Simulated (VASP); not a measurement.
# Ge (Imma) in VASP: notebook

The runs below take Ge through single point, with PBEsol.

Everything below comes from runs of VASP 6.6.1. Logs are shortened: lines on timing, memory, paths and dates and some standing lists are left out, and cuts for length are marked.

## 1. The cell of the first run

It takes space group Imma (No. 74, orthorhombic). The conventional cell has a = 3.788 Å, b = 4.204 Å, c = 5.357 Å, α = 90.00°, β = 90.00°, γ = 90.00°. Ge (site symmetry mm2) has 4 Ge at 2.32 to 2.49 Å within 3.1 Å.

## 2. Single point, PBEsol

The input, INCAR:

```
  PREC = Accurate
  ENCUT = 500
  EDIFF = 1E-6
  ISMEAR = 0
  SIGMA = 0.1
  LREAL = False
  LASPH = True
  NELM = 120
  ALGO = Normal
  ISIF = 2
  LWAVE = False
  LCHARG = False
  GGA = PS
  NBANDS = 36
  GGA_COMPAT = False
```

The input, KPOINTS:

```
regular mesh
0
Gamma
  6 4 4
```

The input, POSCAR:

```
Ge
1.0
    3.7877169695      0.0000000000      0.0000000000
    0.0000000000      5.3566407316      0.0000000000
    0.0000000000      0.0000000000      4.2035372892
Ge
4
Direct
    0.0000000000      0.0000000000      0.0000000000
    0.5000000000      0.2500000000      0.0000000000
    0.5000000000      0.5000000000      0.5000042000
    0.0000000000      0.7500000000      0.5000042000
```

Potentials or basis: VASP PAW PBE potentials, release 64 (Ge_d).

Run with:

```sh
$ cat potpaw_PBE.64/Ge_d/POTCAR > POTCAR
$ mpirun -np 1 vasp_std > vasp.out
```

OUTCAR:

```text
PREC = Accurate
   ENCUT = 500
   EDIFF = 1E-6
   ISMEAR = 0
   LREAL = False
   LASPH = True
   NELM = 120
   ISIF = 2
   GGA = PS

 ion  position               nearest neighbor table
   1  0.000  0.000  0.000-   2 2.32   2 2.32   4 2.49   4 2.49
   2  0.500  0.250  0.000-   1 2.32   1 2.32   3 2.49   3 2.49
   3  0.500  0.500  0.500-   4 2.32   4 2.32   2 2.49   2 2.49
   4  0.000  0.750  0.500-   3 2.32   3 2.32   1 2.49   1 2.49

  LATTYP: Found a simple orthorhombic cell.
 ALAT       =     3.7877169695
 B/A-ratio  =     1.1097812543
 C/A-ratio  =     1.4142135684

  Lattice vectors:

 A1 = (  -3.7877169695,   0.0000000000,   0.0000000000)
 A2 = (   0.0000000000,   0.0000000000,   4.2035372892)
 A3 = (   0.0000000000,   5.3566407316,   0.0000000000)

Analysis of symmetry for initial positions (statically):
=====================================================================
 Subroutine PRICEL returns following result:

  LATTYP: Found a base centered monoclinic cell.
 ALAT       =     6.5605182547
 B/A-ratio  =     0.6407325041
 C/A-ratio  =     0.5773502676
 COS(beta)  =    -0.5773502676

  Lattice vectors:

 A1 = (  -1.8938584848,   2.6783203658,  -2.1017862995)
 A2 = (  -1.8938584848,   2.6783203658,   2.1017509897)
 A3 = (   3.7877169695,   0.0000000000,   0.0000353097)

   2 primitive cells build up your supercell.

 Routine SETGRP: Setting up the symmetry group for a
 simple orthorhombic supercell.

 Subroutine GETGRP returns: Found  8 space group operations
 (whereof  4 operations were pure point group operations)
 out of a pool of  8 trial point group operations.

The static configuration has the point symmetry C_2v.
 The point group associated with its full space group is D_2h.

Analysis of symmetry for dynamics (positions and initial velocities):
=====================================================================
 Subroutine PRICEL returns following result:

  LATTYP: Found a base centered monoclinic cell.
 ALAT       =     6.5605182547
 B/A-ratio  =     0.6407325041
 C/A-ratio  =     0.5773502676
 COS(beta)  =    -0.5773502676

  Lattice vectors:

 A1 = (  -1.8938584848,   2.6783203658,  -2.1017862995)
 A2 = (  -1.8938584848,   2.6783203658,   2.1017509897)
 A3 = (   3.7877169695,   0.0000000000,   0.0000353097)

   2 primitive cells build up your supercell.

 Routine SETGRP: Setting up the symmetry group for a
 simple orthorhombic supercell.

 Subroutine GETGRP returns: Found  8 space group operations
 (whereof  4 operations were pure point group operations)
 out of a pool of  8 trial point group operations.

The dynamic configuration has the point symmetry C_2v.
 The point group associated with its full space group is D_2h.

 Subroutine INISYM returns: Found  8 space group operations
 (whereof  4 operations are pure point group operations),
 and found     2 'primitive' translations

----------------------------------------------------------------------------------------

                                     Primitive cell

  volume of cell :      42.6437

  direct lattice vectors                    reciprocal lattice vectors
    -1.893858485  2.678320366 -2.101786299     0.000002218  0.186684165 -0.237894880
    -1.893858485  2.678320366  2.101750990    -0.000002218  0.186684165  0.237894880
     3.787716970  0.000000000  0.000035310     0.264011279  0.186684165  0.000000000

  length of vectors
     3.895844657  3.895825608  3.787716970     0.302398663  0.302398663  0.323346459

  position of ions in fractional coordinates (direct lattice)
     0.000000000  0.000000000  0.000000000
     0.249995800  0.250004200  0.750000000

  ion indices of the primitive-cell ions
   primitive index   ion index
                 1           1
                 2           4

----------------------------------------------------------------------------------------

 KPOINTS: regular mesh

Automatic generation of k-mesh.
 Grid dimensions read from file:
 generate k-points for:    6    4    4

 Generating k-lattice:

  Cartesian coordinates                     Fractional coordinates (reciprocal lattice)
     0.044001880  0.000000000  0.000000000     0.166666667  0.000000000  0.000000000
     0.000000000  0.046671041  0.000000000     0.000000000  0.250000000  0.000000000
     0.000000000  0.000000000  0.059473720     0.000000000  0.000000000  0.250000000

  Length of vectors
     0.044001880  0.046671041  0.059473720

  Shift w.r.t. Gamma in fractional coordinates (k-lattice)
     0.000000000  0.000000000  0.000000000

 Subroutine IBZKPT returns following result:
 ===========================================

 Found     36 irreducible k-points:

 Following reciprocal coordinates:
            Coordinates               Weight
  0.000000  0.000000  0.000000      1.000000
  0.166667  0.000000  0.000000      2.000000
  0.333333  0.000000  0.000000      2.000000
  0.500000  0.000000  0.000000      1.000000
  0.000000  0.250000  0.000000      2.000000
  0.166667  0.250000  0.000000      4.000000
[... 16 lines left out ...]
  0.333333  0.500000  0.250000      4.000000
  0.500000  0.500000  0.250000      2.000000
 [... further k-points ...]
   k-points           NKPTS =     36   k-points in BZ     NKDIM =     36   number of bands    NBANDS=     36
   number of dos      NEDOS =    301   number of ions     NIONS =      4
   total plane-waves  NPLWV =  35840
   dimension x,y,z NGX =    28 NGY =   40 NGZ =   32
   dimension x,y,z NGXF=    56 NGYF=   80 NGZF=   64
   ions per type =               4
   NGX,Y,Z   is equivalent  to a cutoff of  12.29, 12.41, 12.66 a.u.
   NGXF,Y,Z  is equivalent  to a cutoff of  24.58, 24.83, 25.31 a.u.
 SYSTEM =  unknown system
   PREC   = accura    normal or accurate (medium, high low for compatibility)
   ISTART =      0    job   : 0-new  1-cont  2-samecut
   ICHARG =      2    charge: 1-file 2-atom 10-const
   ISPIN  =      1    spin polarized calculation?
   LNONCOLLINEAR =      F non collinear calculations
   LSORBIT =      F    spin-orbit coupling
   LASPH  =      T    aspherical Exc in radial PAW
   ENCUT  =  500.0 eV  36.75 Ry    6.06 a.u.   6.91  9.77  7.66*2*pi/ulx,y,z
   NELM   =    120;   NELMIN=  2; NELMDL= -5     # of ELM steps
   EDIFF  = 0.1E-05   stopping-criterion for ELM
   LREAL  =      F    real-space projection
   EDIFFG = 0.1E-04   stopping-criterion for IOM
   NSW    =      0    number of steps for IOM
   IBRION =     -1    ionic relax: 0-MD 1-quasi-New 2-CG
   NFREE  =      0    steps in history (QN), initial steepest desc. (CG)
   ISIF   =      2    stress and relaxation
   ISYM   =      2    0-nonsym 1-usesym 2-fastsym
   POTIM  = 0.5000    time-step for ionic-motion
   TEBEG  =    0.0;   TEEND  =   0.0 temperature during run
   PSTRESS=    0.0 pullay stress
   NELECT =      56.0000    total number of electrons
   NUPDOWN=      -1.0000    fix difference up-down
   EMIN   =  10.00;   EMAX   =-10.00  energy-range for DOS
   EFERMI =   0.00;   METHOD = LEGACY
   ISMEAR =     0;   SIGMA  =   0.10  broadening in eV -4-tet -1-fermi 0-gaus
   EFERMI_NEDOS =   21; number of points for ismear=-14 and -15
   IALGO  =     38    algorithm
   IMIX   =      4    mixing-type and parameters
     AMIX     =   0.40;   BMIX     =  1.00
     AMIX_MAG =   1.60;   BMIX_MAG =  1.00
  volume/ion in A,a.u.               =      21.32       143.89
  Fermi-wavevector in a.u.,A,eV,Ry     =   1.422905  2.688900 27.547147  2.024658
  Thomas-Fermi vector in A             =   2.543559
   LORBIT       =      0    0 simple, 1 ext, 2 COOP (PROOUT), +10 PAW based schemes
   GGA     = PS    functional components
   LHFCALC =     F    Hartree Fock is set to
   AEXX    =    0.0000 exact exchange contribution
   IVDW    =     0    specifies the selected vdW correction
   LEPSILON=     F    determine dielectric tensor
   LRPA    =     F    only Hartree local field effects (RPA)
 non-spin polarized calculation
 Gauss-broadening in eV      SIGMA  =   0.10
  energy-cutoff  :      500.00
  volume of cell :       85.29
 maximum number of plane-waves:      2192
 NGX is ok and might be reduce to    28
   NGX = 13   NGY = 19   NGZ = 15

 number of electron      55.9999945 magnetization

 Free energy of the ion-electron system (eV)
  ---------------------------------------------------
  ext. energy  EPLUGINS =         0.00000000
  ---------------------------------------------------
  free energy    TOTEN  =       -19.27863259 eV

  energy without entropy =      -19.27661030  energy(sigma->0) =      -19.27762145

 E-fermi :   5.2893     XC(G=0): -10.4212

 val. band max:        5.2280964739   @ k =   0.0000   0.0000   0.0000
 cond. band min:       5.3301054411   @ k =   0.0000   0.0000   0.0000
 fundamental gap:      0.1020089672
 Fermi energy:         5.2892529400

 k-point     1 :       0.0000    0.0000    0.0000
  band No.  band energies     occupation
      1     -19.5060      2.00000
      2     -19.4874      2.00000
      3     -19.4320      2.00000
      4     -19.4030      2.00000
      5     -19.3853      2.00000
      6     -19.3781      2.00000
[... 28 lines left out ...]
     35      12.0212      0.00000
     36      14.6840      0.00000

 k-point     2 :       0.1667    0.0000    0.0000
  band No.  band energies     occupation
      1     -19.5170      2.00000
      2     -19.4871      2.00000
      3     -19.4387      2.00000
      4     -19.4061      2.00000
      5     -19.3970      2.00000
      6     -19.3638      2.00000
[... 28 lines left out ...]
     35      12.8294      0.00000
     36      13.5676      0.00000

 k-point     3 :       0.3333    0.0000    0.0000
  band No.  band energies     occupation
      1     -19.5178      2.00000
      2     -19.4678      2.00000
      3     -19.4610      2.00000
      4     -19.4137      2.00000
      5     -19.4131      2.00000
      6     -19.3765      2.00000
[... 28 lines left out ...]
     35      11.8317      0.00000
     36      11.9552      0.00000
[... 742 lines left out ...]
 k-point    23 :       0.3333    0.5000    0.2500
  band No.  band energies     occupation
      1     -19.5017      2.00000
      2     -19.5017      2.00000
      3     -19.4511      2.00000
      4     -19.4511      2.00000
      5     -19.3668      2.00000
      6     -19.3668      2.00000
[... 28 lines left out ...]
     35      12.2041      0.00000
     36      12.2041      0.00000

 k-point    24 :       0.5000    0.5000    0.2500
  band No.  band energies     occupation
      1     -19.4850      2.00000
      2     -19.4850      2.00000
      3     -19.4684      2.00000
      4     -19.4684      2.00000
      5     -19.3709      2.00000
      6     -19.3709      2.00000
[... 28 lines left out ...]
     35      12.7588      0.00000
     36      12.7588      0.00000

 [... further k-points ...]

------------------------ aborting loop because EDIFF is reached ----------------------------------------

  FORCE on cell =-STRESS in cart. coord.  units (eV):
  Direction    XX          YY          ZZ          XY          YZ          ZX
  --------------------------------------------------------------------------------------
  -------------------------------------------------------------------------------------
  Total        8.3648784      3.9740602     -2.1140372      0.0000000      0.0000000      0.0000000
  in kB      157.1394662     74.6552027    -39.7135090      0.0000000      0.0000000      0.0000000
  external PRESSURE =      64.0270533 kB  Pullay stress =       0.0000000 kB

 VOLUME and BASIS-vectors are now :
 -----------------------------------------------------------------------------
  energy-cutoff  :      500.00
  volume of cell :       85.29
      direct lattice vectors                 reciprocal lattice vectors
     3.787716969  0.000000000  0.000000000     0.264011279  0.000000000  0.000000000
     0.000000000  5.356640732  0.000000000     0.000000000  0.186684165  0.000000000
     0.000000000  0.000000000  4.203537289     0.000000000  0.000000000  0.237894880

 POSITION                                       TOTAL-FORCE (eV/Angst)
 -----------------------------------------------------------------------------------
      0.00000      0.00000      0.00000        -0.000000     -1.272263     -0.000000
      1.89386      1.33916      0.00000        -0.000000      1.272263      0.000000
      1.89386      2.67832      2.10179        -0.000000     -1.272263     -0.000000
      0.00000      4.01748      2.10179         0.000000      1.272263      0.000000
 -----------------------------------------------------------------------------------
    total drift:                                0.000000     -0.000000     -0.019144

  FREE ENERGIE OF THE ION-ELECTRON SYSTEM (eV)
  ---------------------------------------------------
  free  energy   TOTEN  =       -19.2786325937 eV

  energy  without entropy=      -19.2766102989  energy(sigma->0) =      -19.27762145
```

Wall time 88 s (1 thread of Oxide Virtual Turin-like, shared host); peak memory 0.19 GiB.

Results:

* Free energy: -19.2786 eV
* Pressure: 6.4 GPa
* Largest force: 1.272 eV/Å
* Band gap on the k mesh: zero (bands 28 and 29 overlap by 0.19 eV)

Forces in eV/Å, atoms in the order of the input:
```
Ge   0.000 -1.272  0.000
Ge   0.000  1.272  0.000
Ge   0.000 -1.272  0.000
Ge   0.000  1.272  0.000
```

Caveat: the k points lie up to 0.37 Å⁻¹ apart; semilocal functionals underestimate gaps, and a narrow one can read as zero; the PAW data sets were made with another functional, which shifts forces and pressure a little.

## 3. Single point, PBEsol

This run uses another cell than the first one, of 21.19 Å³/atom.

The input, INCAR:

```
SYSTEM = Ge
  ALGO = Normal
  EDIFF = 1E-6
  ENCUT = 500
  GGA = PS
  GGA_COMPAT = .FALSE.
  ISIF = 2
  ISMEAR = 0
  LASPH = .TRUE.
  LCHARG = .FALSE.
  LREAL = .FALSE.
  LWAVE = .FALSE.
  NBANDS = 36
  NELM = 120
  PREC = Accurate
  SIGMA = 0.1
```

The input, KPOINTS:

```
k-points
0
G
  12 8 10
  0 0 0
```

The input, POSCAR:

```
Ge
1.0
    3.7877169695      0.0000000000      0.0000000000
    0.0000000000      5.3566407316      0.0000000000
    0.0000000000      0.0000000000      4.1767811492
Ge
4
Direct
    0.0000000000     -0.0092935473      0.0000000000
    0.5000000000      0.2592935473      0.0000000000
    0.5000000000      0.4907064527      0.5000000000
    0.0000000000      0.7592935473      0.5000000000
```

Potentials or basis: VASP PAW PBE potentials, release 64 (Ge_d).

Run with:

```sh
$ cat potpaw_PBE.64/Ge_d/POTCAR > POTCAR
$ mpirun -np 1 vasp_std > vasp.out
```

It took 6.7 min on 1 thread of Oxide Virtual Turin-like, shared host; peak memory 0.46 GiB.

Results (log left out):

```yaml
Free_energy: -19.4613 eV
Pressure: 5.7 GPa
Largest_force: 0.006 eV/Å
Band_gap_on_the_k_mesh: zero (bands 28 and 29 overlap by 0.51 eV)
```

Forces in eV/Å, atoms in the order of the input:
```
Ge   0.000  0.006  0.000
Ge   0.000 -0.006  0.000
Ge   0.000  0.006  0.000
Ge   0.000 -0.006  0.000
```

Stress tensor (GPa, compression positive):
```
10.19  0.00  0.00
 0.00  7.15  0.00
 0.00  0.00 -0.21
```

Levels at points of the mesh, in eV from the Fermi level:
```csv
k point,band 26,band 27,band 28,band 29,band 30,band 31
"(0.00, 0.00, 0.00)",-0.45,-0.38,0.28,0.29,0.57,1.33
"(0.50, 0.00, 0.00)",-3.79,-2.14,-2.14,1.22,1.22,4.96
"(0.00, 0.50, 0.00)",-2.81,-1.59,-1.59,0.65,0.65,3.23
"(0.50, 0.50, 0.00)",-2.00,-1.27,-1.27,-0.23,-0.23,3.43
"(0.00, 0.00, 0.50)",-3.96,-1.19,-1.19,2.66,2.66,5.34
"(0.50, 0.00, 0.50)",-3.03,-3.03,-3.03,0.85,0.85,0.85
"(0.00, 0.50, 0.50)",-1.05,-1.04,-1.04,1.05,1.05,4.07
"(0.50, 0.50, 0.50)",-4.12,-4.12,-4.12,4.98,4.98,4.98
```

Caveat: the stress differs along the axes, from -0 to 10 GPa; semilocal functionals underestimate gaps, and a narrow one can read as zero; the PAW data sets were made with another functional, which shifts forces and pressure a little.

[end of part 1 of 2]

The gap in the log of VASP goes by the Fermi energy; the results here count the filled bands.